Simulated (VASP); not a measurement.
# LaH3 (I4/mmm) in VASP: single point with r2SCAN

Aim: the single point of LaH3 with r2SCAN.

Program: VASP 6.6.1. These are calculated values, not measurements. Logs are shortened: lines on timing, memory, paths and dates and some standing lists are left out, and cuts for length are marked.

**1. The cell of the first run**

It takes space group I4/mmm (No. 139, tetragonal). The conventional cell has a = 3.935 Å, b = 3.935 Å, c = 5.587 Å, α = 90.00°, β = 90.00°, γ = 90.00°. H (site symmetry -4m2) has 10 H at 2.41 to 2.79 Å and 4 La at 2.41 Å within 3.2 Å. H (site symmetry 4/mmm) has 8 H at 2.41 Å and 6 La at 2.78 to 2.79 Å within 3.2 Å. Within 3.2 Å of La (site symmetry 4/mmm) lie 14 H at 2.41 to 2.79 Å.

**2. Single point, r2SCAN**

POSCAR reads:

```
LaH3
1.0
   -1.9676281394      1.9676281394      2.7934934694
    1.9676281394     -1.9676281394      2.7934934694
    1.9676281394      1.9676281394     -2.7934934694
H La
3 1
Direct
    0.7500000000      0.2500000000      0.5000000000
    0.2500000000      0.7500000000      0.5000000000
    0.5000000000      0.5000000000      0.0000000000
    0.0000000000      0.0000000000      0.0000000000
```

INCAR.step1 reads:

```
ALGO = Normal ; EDIFF = 1E-4
ENCUT = 520 ; GGA = PE
ISMEAR = 0 ; LASPH = True
LCHARG = False ; LREAL = False
LWAVE = True ; NBANDS = 15
NELM = 100 ; PREC = Accurate
SIGMA = 0.02
```

INCAR.step2 reads:

```
ALGO = Normal ; EDIFF = 1E-6
ENCUT = 520 ; ISIF = 2
ISMEAR = 0 ; ISTART = 1
LASPH = True ; LCHARG = True
LELF = True ; LMIXTAU = True
LREAL = False ; LVHAR = True
LWAVE = False ; METAGGA = R2SCAN
NBANDS = 15 ; NELM = 100
PREC = Accurate ; SIGMA = 0.02
```

KPOINTS reads:

```
k-points
0
Gamma
  10 10 10
```

Potentials or basis: VASP PAW PBE potentials, release 64 (H, La).

On the command line:

```bash
cat potpaw_PBE.64/H/POTCAR potpaw_PBE.64/La/POTCAR > POTCAR
cp INCAR.step1 INCAR
mpirun -np 1 vasp_std > vasp.out
cp INCAR.step2 INCAR
mpirun -np 1 vasp_std > vasp.out
```

OUTCAR:

```text
EDIFF = 1E-6
   ENCUT = 520
   ISIF = 2
   ISMEAR = 0
   ISTART = 1
   LASPH = True
   LREAL = False
   METAGGA = R2SCAN
   NELM = 100
   PREC = Accurate

 ion  position               nearest neighbor table
   1  0.750  0.250  0.500-
   2  0.250  0.750  0.500-
   3  0.500  0.500  0.000-
   4  0.000  0.000  0.000-

  LATTYP: Found a body centered tetragonal cell.
 ALAT       =     3.9352562788
 C/A-ratio  =     1.4197263261

  Lattice vectors:

 A1 = (  -1.9676281394,   1.9676281394,   2.7934934694)
 A2 = (   1.9676281394,  -1.9676281394,   2.7934934694)
 A3 = (   1.9676281394,   1.9676281394,  -2.7934934694)

Analysis of symmetry for initial positions (statically):
=====================================================================
 Subroutine PRICEL returns:
 Original cell was already a primitive cell.

 Routine SETGRP: Setting up the symmetry group for a
 body centered tetragonal supercell.

 Subroutine GETGRP returns: Found 16 space group operations
 (whereof 16 operations were pure point group operations)
 out of a pool of 16 trial point group operations.

The static configuration has the point symmetry D_4h.

Analysis of symmetry for dynamics (positions and initial velocities):
=====================================================================
 Subroutine PRICEL returns:
 Original cell was already a primitive cell.

 Routine SETGRP: Setting up the symmetry group for a
 body centered tetragonal supercell.

 Subroutine GETGRP returns: Found 16 space group operations
 (whereof 16 operations were pure point group operations)
 out of a pool of 16 trial point group operations.

The dynamic configuration has the point symmetry D_4h.

 Subroutine INISYM returns: Found 16 space group operations
 (whereof 16 operations are pure point group operations),
 and found     1 'primitive' translations

----------------------------------------------------------------------------------------

                                     Primitive cell

  volume of cell :      43.2607

  direct lattice vectors                    reciprocal lattice vectors
    -1.967628139  1.967628139  2.793493469     0.000000000  0.254113056  0.178987352
     1.967628139 -1.967628139  2.793493469     0.254113056  0.000000000  0.178987352
     1.967628139  1.967628139 -2.793493469     0.254113056  0.254113056  0.000000000

  length of vectors
     3.942933775  3.942933775  3.942933775     0.310821360  0.310821360  0.359370130

  position of ions in fractional coordinates (direct lattice)
     0.750000000  0.250000000  0.500000000
     0.250000000  0.750000000  0.500000000
     0.500000000  0.500000000  0.000000000
     0.000000000  0.000000000  0.000000000

  ion indices of the primitive-cell ions
   primitive index   ion index
                 1           1
                 2           2
                 3           3
                 4           4

----------------------------------------------------------------------------------------

 KPOINTS: k-points

Automatic generation of k-mesh.
 Grid dimensions read from file:
 generate k-points for:   10   10   10

 Generating k-lattice:

  Cartesian coordinates                     Fractional coordinates (reciprocal lattice)
     0.000000000  0.025411306  0.017898735     0.100000000  0.000000000  0.000000000
     0.025411306  0.000000000  0.017898735     0.000000000  0.100000000  0.000000000
     0.025411306  0.025411306  0.000000000     0.000000000  0.000000000  0.100000000

  Length of vectors
     0.031082136  0.031082136  0.035937013

  Shift w.r.t. Gamma in fractional coordinates (k-lattice)
     0.000000000  0.000000000  0.000000000

 Subroutine IBZKPT returns following result:
 ===========================================

 Found    102 irreducible k-points:

 Following reciprocal coordinates:
            Coordinates               Weight
  0.000000  0.000000  0.000000      1.000000
  0.100000 -0.000000  0.000000      8.000000
  0.200000 -0.000000  0.000000      8.000000
  0.300000 -0.000000  0.000000      8.000000
  0.400000  0.000000  0.000000      8.000000
  0.500000  0.000000  0.000000      4.000000
[... 16 lines left out ...]
  0.300000  0.300000  0.000000      8.000000
  0.400000  0.300000 -0.000000     16.000000
 [... further k-points ...]
   k-points           NKPTS =    102   k-points in BZ     NKDIM =    102   number of bands    NBANDS=     15
   number of dos      NEDOS =    301   number of ions     NIONS =      4
   total plane-waves  NPLWV =  27000
   dimension x,y,z NGX =    30 NGY =   30 NGZ =   30
   dimension x,y,z NGXF=    60 NGYF=   60 NGZF=   60
   ions per type =               3   1
   NGX,Y,Z   is equivalent  to a cutoff of  12.65, 12.65, 12.65 a.u.
   NGXF,Y,Z  is equivalent  to a cutoff of  25.30, 25.30, 25.30 a.u.
 SYSTEM =  unknown system
   PREC   = accura    normal or accurate (medium, high low for compatibility)
   ISTART =      1    job   : 0-new  1-cont  2-samecut
   ICHARG =      0    charge: 1-file 2-atom 10-const
   ISPIN  =      1    spin polarized calculation?
   LNONCOLLINEAR =      F non collinear calculations
   LSORBIT =      F    spin-orbit coupling
   LASPH  =      T    aspherical Exc in radial PAW
   ENCUT  =  520.0 eV  38.22 Ry    6.18 a.u.   7.33  7.33  7.33*2*pi/ulx,y,z
   NELM   =    100;   NELMIN=  2; NELMDL=  0     # of ELM steps
   EDIFF  = 0.1E-05   stopping-criterion for ELM
   LREAL  =      F    real-space projection
[... 7 lines left out ...]
   TEBEG  =    0.0;   TEEND  =   0.0 temperature during run
   PSTRESS=    0.0 pullay stress
   NELECT =      14.0000    total number of electrons
   NUPDOWN=      -1.0000    fix difference up-down
   EMIN   =  10.00;   EMAX   =-10.00  energy-range for DOS
   EFERMI =   0.00;   METHOD = LEGACY
   ISMEAR =     0;   SIGMA  =   0.02  broadening in eV -4-tet -1-fermi 0-gaus
   EFERMI_NEDOS =   21; number of points for ismear=-14 and -15
   IALGO  =     38    algorithm
   IMIX   =      4    mixing-type and parameters
     AMIX     =   0.40;   BMIX     =  1.00
     AMIX_MAG =   1.60;   BMIX_MAG =  1.00
  volume/ion in A,a.u.               =      10.82        72.98
  Fermi-wavevector in a.u.,A,eV,Ry     =   1.123965  2.123987 17.188216  1.263298
  Thomas-Fermi vector in A             =   2.260635
   LORBIT       =      0    0 simple, 1 ext, 2 COOP (PROOUT), +10 PAW based schemes
   METAGGA = R2SCAN    functional components
   LHFCALC =     F    Hartree Fock is set to
   AEXX    =    0.0000 exact exchange contribution
   IVDW    =     0    specifies the selected vdW correction
   LEPSILON=     F    determine dielectric tensor
   LRPA    =     F    only Hartree local field effects (RPA)
 non-spin polarized calculation
 Gauss-broadening in eV      SIGMA  =   0.02
  energy-cutoff  :      520.00
  volume of cell :       43.26
 maximum number of plane-waves:      1211
 NGX is ok and might be reduce to    30
   NGX = 15   NGY = 15   NGZ = 15

 number of electron      13.9999998 magnetization

 Free energy of the ion-electron system (eV)
  ---------------------------------------------------
  ext. energy  EPLUGINS =         0.00000000
  ---------------------------------------------------
  free energy    TOTEN  =       -42.84882361 eV

  energy without entropy =      -42.84882361  energy(sigma->0) =      -42.84882361

 E-fermi :   8.1181     XC(G=0): -10.5081

 val. band max:        8.0532984421   @ k =   0.0000   0.0000   0.0000
 cond. band min:       8.1868690140   @ k =   0.5000   0.0000   0.0000
 fundamental gap:      0.1335705719
 Fermi energy:         8.1180859549

 k-point     1 :       0.0000    0.0000    0.0000
  band No.  band energies     occupation
      1     -26.8325      2.00000
      2      -9.6206      2.00000
      3      -9.6190      2.00000
      4      -9.6190      2.00000
      5      -0.5374      2.00000
      6       4.4721      2.00000
      7       8.0533      2.00000
      8       8.3220      0.00000
      9       8.3481      0.00000
     10       8.3481      0.00000
     11       9.3412      0.00000
     12       9.3489      0.00000
     13       9.3489      0.00000
     14       9.9809      0.00000
     15       9.9818      0.00000

 k-point     2 :       0.1000   -0.0000    0.0000
  band No.  band energies     occupation
      1     -26.8203      2.00000
      2      -9.7464      2.00000
      3      -9.6322      2.00000
      4      -9.6307      2.00000
      5      -0.2872      2.00000
      6       4.1424      2.00000
      7       7.5446      2.00000
      8       8.4073      0.00000
      9       8.4258      0.00000
     10       8.7864      0.00000
     11       9.3234      0.00000
     12       9.3292      0.00000
     13       9.6751      0.00000
     14       9.9767      0.00000
     15       9.9798      0.00000

 k-point     3 :       0.2000   -0.0000    0.0000
  band No.  band energies     occupation
      1     -26.7881      2.00000
      2     -10.0582      2.00000
      3      -9.6637      2.00000
      4      -9.6609      2.00000
      5       0.3495      2.00000
      6       3.5676      2.00000
      7       6.6855      2.00000
      8       8.5125      0.00000
      9       8.5357      0.00000
     10       9.3039      0.00000
     11       9.3094      0.00000
     12       9.4659      0.00000
     13       9.9409      0.00000
     14       9.9481      0.00000
     15       9.9865      0.00000
[... 343 lines left out ...]
 k-point    23 :       0.3000    0.3000    0.0000
  band No.  band energies     occupation
      1     -26.6802      2.00000
      2     -10.4458      2.00000
      3     -10.2692      2.00000
      4      -9.8023      2.00000
      5       2.4994      2.00000
      6       3.1934      2.00000
      7       3.4704      2.00000
      8       9.0270      0.00000
      9       9.2225      0.00000
     10       9.3378      0.00000
     11       9.7247      0.00000
     12       9.7752      0.00000
     13       9.7950      0.00000
     14       9.8509      0.00000
     15      10.3909      0.00000

 k-point    24 :       0.4000    0.3000   -0.0000
  band No.  band energies     occupation
      1     -26.6693      2.00000
      2     -10.5075      2.00000
      3     -10.2491      2.00000
      4      -9.8568      2.00000
      5       2.4603      2.00000
      6       2.9465      2.00000
      7       3.6134      2.00000
      8       9.1538      0.00000
      9       9.1703      0.00000
     10       9.4637      0.00000
     11       9.7163      0.00000
     12       9.7849      0.00000
     13       9.8210      0.00000
     14       9.8572      0.00000
     15      10.5908      0.00000

 [... further k-points ...]
[... 5 lines left out ...]
  --------------------------------------------------------------------------------------
  -------------------------------------------------------------------------------------
  Total       -0.0912606     -0.0912606     -0.1020734      0.0000000      0.0000000      0.0000000
  in kB       -3.3798717     -3.3798717     -3.7803260      0.0000000      0.0000000      0.0000000
  external PRESSURE =      -3.5133565 kB  Pullay stress =       0.0000000 kB

 VOLUME and BASIS-vectors are now :
 -----------------------------------------------------------------------------
  energy-cutoff  :      520.00
  volume of cell :       43.26
      direct lattice vectors                 reciprocal lattice vectors
    -1.967628139  1.967628139  2.793493469     0.000000000  0.254113056  0.178987352
     1.967628139 -1.967628139  2.793493469     0.254113056  0.000000000  0.178987352
     1.967628139  1.967628139 -2.793493469     0.254113056  0.254113056  0.000000000

 POSITION                                       TOTAL-FORCE (eV/Angst)
 -----------------------------------------------------------------------------------
      0.00000      1.96763      1.39675        -0.000000     -0.000000     -0.000000
      1.96763      0.00000      1.39675         0.000000      0.000000      0.000000
      0.00000      0.00000      2.79349         0.000000     -0.000000     -0.000000
      0.00000      0.00000      0.00000         0.000000     -0.000000     -0.000000
 -----------------------------------------------------------------------------------
    total drift:                               -0.000000     -0.000000     -0.000000

  FREE ENERGIE OF THE ION-ELECTRON SYSTEM (eV)
  ---------------------------------------------------
  free  energy   TOTEN  =       -42.8488236068 eV

  energy  without entropy=      -42.8488236061  energy(sigma->0) =      -42.84882361
```

Wall time 2.8 min (1 thread of Intel Xeon 6975P-C (Granite Rapids), shared host); peak memory 0.23 GiB.

Results:

```yaml
Free_energy: -42.8488 eV
Pressure: -0.4 GPa
Band_gap_on_the_k_mesh: 0.13 eV, indirect (least direct gap 0.27 eV)
```

Caveat: the PAW data sets were made with another functional, which shifts forces and pressure a little; spin-orbit coupling is left out, which moves the levels of the heavy elements. A k mesh can miss the band edges.
